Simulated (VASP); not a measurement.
**Pb: relaxation of volume and atoms at fixed shape with PBEsol**

Pb:

```xyz
4
Lattice="4.9500 0.0000 0.0000 0.0000 4.9500 0.0000 0.0000 0.0000 4.9500" Properties=species:S:1:pos:R:3 pbc="T T T"
Pb    0.0000    0.0000    0.0000
Pb    0.0000    2.4750    2.4750
Pb    2.4750    0.0000    2.4750
Pb    2.4750    2.4750    0.0000
```

```json
{
  "Program": "VASP 6.6.1",
  "Task": "relaxation of volume and atoms at fixed shape",
  "Functional": "PBEsol",
  "Potentials or basis": "VASP PAW PBE potentials, release 64 (Pb_d)",
  "Cutoff": "600 eV",
  "k mesh": "5 × 5 × 5",
  "Occupations": "methfessel-paxton, width 0.05 eV",
  "Spin": "no spin polarisation",
  "Dipole correction": "no",
  "Further INCAR settings": "ALGO = Normal; EDIFF = 1e-06; IBRION = 2; EDIFFG = -0.03; NSW = 80; ISIF = 8"
}
```

```json
{"Relaxed volume": "30.49 Å³/atom", "Relaxed cell": "a = 4.959 Å, b = 4.959 Å, c = 4.959 Å, α = 90.00°, β = 90.00°, γ = 90.00°", "Space group after relaxing (to 0.05 Å)": "Fm-3m (No. 225)", "Energy gained by relaxing": "0.1 meV/atom", "Ionic steps": "2", "Pressure after relaxing": "-0.1 GPa", "Band gap on the k mesh": "zero (band 28 reaches 9.08 eV, above the bottom of band 29 at 7.15 eV)"}
```

Step by step:
```tsv
step	energy change (eV)	largest force (eV/Å)	pressure (GPa)	volume (Å³)
1	0.0000	0.0000	0.20	121.29
2	-0.0003	0.0000	-0.05	121.95
```

Final structure:
```xyz
4
Lattice="4.9590 0.0000 0.0000 0.0000 4.9590 0.0000 0.0000 0.0000 4.9590" Properties=species:S:1:pos:R:3 pbc="T T T"
Pb    4.9590    4.9590    4.9590
Pb    0.0000    2.4795    2.4795
Pb    2.4795    0.0000    2.4795
Pb    2.4795    2.4795    0.0000
```

Levels at points of the mesh, in eV from the Fermi level:
| k point | band 24 | band 25 | band 26 | band 27 | band 28 | band 29 | band 30 | band 31 | band 32 | band 33 |
| --- | --- | --- | --- | --- | --- | --- | --- | --- | --- | --- |
| (0.00, 0.00, 0.00) | -7.06 | -3.59 | -3.59 | -3.59 | 1.70 | 1.70 | 1.70 | 1.70 | 1.70 | 1.70 |

Run time: 52 s on 1 thread of Intel(R) Xeon(R) Platinum 8375C CPU @ 2.90GHz (Ice Lake), with other jobs on the host, peak memory 0.25 GiB.

Caveat: the PAW data sets were made with another functional, which shifts forces and pressure a little; spin-orbit coupling is left out, which moves the levels of the heavy elements.
